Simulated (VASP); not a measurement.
## W: single point with PBEsol

The system is W.

```
W
1.0
    -1.58212    1.58212    1.58212
     1.58212   -1.58212    1.58212
     1.58212    1.58212   -1.58212
W
1
Direct
  0.00000 0.00000 0.00000
```

| Property | Result |
| --- | --- |
| Program | VASP 6.6.1 |
| Task | single point |
| Functional | PBEsol |
| Potentials or basis | VASP PAW PBE potentials, release 64 (W_sv) |
| Cutoff | 520 eV |
| k mesh | 18 × 18 × 18 |
| Occupations | gaussian, width 0.1 eV |
| Spin | no spin polarisation |
| Dipole correction | no |
| Further INCAR settings | ALGO = Fast; EDIFF = 1e-06; NBANDS = 13 |

| Quantity | Value |
| --- | --- |
| Pressure | -2.4 GPa |
| Band gap on the k mesh | zero (bands 7 and 8 overlap by 6.42 eV) |

Levels at points of the mesh, in eV from the Fermi level:
```tsv
k point	band 4	band 5	band 6	band 7	band 8	band 9	band 10	band 11
(0.00, 0.00, 0.00)	-37.69	-9.65	-1.23	-1.23	-1.23	2.25	2.25	14.55
(0.50, 0.00, 0.00)	-37.70	-6.29	-3.57	0.70	2.14	3.12	6.18	11.09
(0.50, 0.50, 0.50)	-38.60	-5.85	-5.85	5.19	5.19	5.19	8.27	8.27
```

It took 47 s on 1 thread of Intel Xeon 8259CL, on a shared host, peak memory 0.15 GiB.

Caveat: the PAW data sets were made with another functional, which shifts forces and pressure a little; spin-orbit coupling is left out, which moves the levels of the heavy elements.
